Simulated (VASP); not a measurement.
Wanted: the native input for a VASP 6.6.1 run.

| Property | Result |
| --- | --- |
| Task | single point |
| Functional | PBE |
| Dispersion | D3(BJ) |
| Potentials or basis | VASP PAW PBE potentials, release 64 (In_d, P) |
| Cutoff | 520 eV |
| k mesh | 2 × 2 × 1 |
| Occupations | fermi-dirac, width 0.15 eV |
| Spin | no spin polarisation |
| Dipole correction | no |
| Further INCAR settings | LREAL = Auto; ALGO = Normal; EDIFF = 1e-06; NBANDS = 126 |

The structure of InP lies in POSCAR:

```
InP
1.0
    8.3155760000      0.0000000000      0.0000000000
    4.1577880000      7.2015000000      0.0000000000
    0.0000000000      0.0000000000     18.6383440000
In P
12 12
Direct
    0.0000000000      0.0000000000      0.0536528353
   -0.0000027500      0.5000069430      0.0536528353
    0.5000014431      0.0000000000      0.0536528353
    0.4999986931      0.5000069430      0.0536528353
    0.6289778755      0.6907727557      0.2468781561
    0.6471284339      0.1851836423      0.2503173029
    0.1532312245      0.6544331042      0.2519805408
    0.1610271165      0.1342220371      0.2502690153
    0.3385330933      0.2858015691      0.4344323723
    0.3669214221      0.8346594459      0.4430758441
    0.8647853001      0.2927306811      0.4143984036
    0.8442798344      0.8213566618      0.4324042951
    0.1666708597      0.1666597237      0.0991879965
    0.1666681097      0.6666666667      0.0991879965
    0.6666723028      0.1666597237      0.0991879965
    0.6666695528      0.6666666667      0.0991879965
    0.8112746448      0.8374366451      0.2835874260
    0.8213547779      0.3501770464      0.2799873208
    0.3382958623      0.8107616469      0.2994418388
    0.3190543636      0.3070332570      0.2858462104
    0.5217144658      0.4730264528      0.4611729454
    0.5267857352      0.9889328612      0.4954195501
    0.0146307475      0.4795667569      0.4750261075
    0.0221046260      0.9735194057      0.4676863996
```

These files were run (other wordings do the same):

INCAR

```
PREC = Accurate ; ENCUT = 520
EDIFF = 1E-6 ; ISMEAR = -1
SIGMA = 0.15 ; LREAL = Auto
LASPH = True ; NELM = 60
ALGO = Normal ; ISIF = 2
LWAVE = False ; LCHARG = False
GGA = PE ; IVDW = 12
NBANDS = 126
```

KPOINTS

```
regular mesh
0
Gamma
  2 2 1
```

Potentials or basis: VASP PAW PBE potentials, release 64 (In_d, P).

Run with:

```bash
$ cat potpaw_PBE.64/In_d/POTCAR potpaw_PBE.64/P/POTCAR > POTCAR
$ mpirun -np 1 vasp_std > vasp.out
```

It gave:

```json
{"Largest force": "2.234 eV/Å", "Band gap on the k mesh": "0.03 eV", "Dispersion energy per atom": "-0.237 eV"}
```

Caveat: the k points lie up to 0.44 Å⁻¹ apart; the smearing spreads over this small gap; there is no dipole correction, which matters where the two faces differ; semilocal functionals underestimate gaps, and a narrow one can read as zero; spin-orbit coupling is left out, which moves the levels of the heavy elements.

Wall time 19 min on 1 thread of Intel(R) Xeon(R) 6975P-C (Granite Rapids), on a shared host, peak memory 1.2 GiB.
